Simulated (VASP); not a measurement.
Set up this calculation in VASP 6.6.1, as the native input.

| Quantity | Value |
| --- | --- |
| Task | single point |
| Functional | r2SCAN |
| Potentials or basis | VASP PAW PBE potentials, release 64 (Si, Ge_d) |
| Cutoff | 450 eV |
| k mesh | 9 × 9 × 8 |
| Occupations | gaussian, width 0.1 eV |
| Spin | collinear spin |
| Starting moments | [1.0, 1.0] μB |
| Dipole correction | no |
| Further INCAR settings | ALGO = Normal; EDIFF = 1e-06; NBANDS = 20 |

SiGe:

```
Si Ge
1.0
     4.33424    0.00000    0.00000
    -2.16712    3.75356    0.00000
     0.00000    0.00000    4.53155
Si Ge
1 1
Cartesian
  0.0000 2.5024 2.2658
  0.0000 0.0000 2.2658
```

The input as run:

POSCAR

```
SiGe
1.0
    4.3342355826      0.0000000000      0.0000000000
   -2.1671177913      3.7535581205      0.0000000000
    0.0000000000      0.0000000000      4.5315480000
Si Ge
1 1
Direct
    0.3333333300      0.6666666700      0.5000000000
    0.0000000000      0.0000000000      0.5000000000
```

INCAR.step1

```
ALGO     = Normal         # electronic algorithm
EDIFF    = 1E-5           # SCF threshold, eV
ENCUT    = 450            # plane-wave cutoff, eV
GGA      = PE             # functional
GGA_COMPAT= False        
ISMEAR   = 0              # smearing method
ISPIN    = 2              # spin polarisation
LASPH    = True           # aspherical terms in the spheres
LCHARG   = False          # write CHGCAR
LREAL    = False          # projectors in reciprocal space
LWAVE    = True           # write WAVECAR
MAGMOM   = 1 1            # initial moments
NBANDS   = 20             # bands
NELM     = 200            # most SCF steps
PREC     = Accurate       # precision mode
SIGMA    = 0.1            # smearing width, eV
```

INCAR.step2

```
ALGO     = Normal         # electronic algorithm
EDIFF    = 1E-6           # SCF threshold, eV
ENCUT    = 450            # plane-wave cutoff, eV
GGA_COMPAT= False        
ISIF     = 2              # what is computed and relaxed
ISMEAR   = 0              # smearing method
ISPIN    = 2              # spin polarisation
ISTART   = 1            
LASPH    = True           # aspherical terms in the spheres
LCHARG   = False          # write CHGCAR
LMIXTAU  = True         
LORBIT   = 11             # projections on sites
LREAL    = False          # projectors in reciprocal space
LWAVE    = False          # write WAVECAR
MAGMOM   = 1 1            # initial moments
METAGGA  = R2SCAN         # meta-GGA
NBANDS   = 20             # bands
NELM     = 200            # most SCF steps
PREC     = Accurate       # precision mode
SIGMA    = 0.1            # smearing width, eV
```

KPOINTS

```
k-points
0
Gamma
  9 9 8
```

Potentials or basis: VASP PAW PBE potentials, release 64 (Si, Ge_d).

Launch:

```console
$ cat potpaw_PBE.64/Si/POTCAR potpaw_PBE.64/Ge_d/POTCAR > POTCAR
$ cp INCAR.step1 INCAR
$ mpirun -np 1 vasp_std > vasp.out
$ cp INCAR.step2 INCAR
$ mpirun -np 1 vasp_std > vasp.out
```

Results of the run:

```yaml
Pressure: -7.3 GPa
Band_gap_on_the_k_mesh: zero (filled and empty bands overlap)
Net_moment: 0.00 μB per cell
Valence_electrons_inside_the_program's_atomic_spheres: Si 1.55; Ge 12.22
```

Caveat: the PAW data sets were made with another functional, which shifts forces and pressure a little.

Wall time 7.3 min on 1 thread of Oxide Virtual Turin-like Processor, with other jobs on the host, peak memory 0.24 GiB.
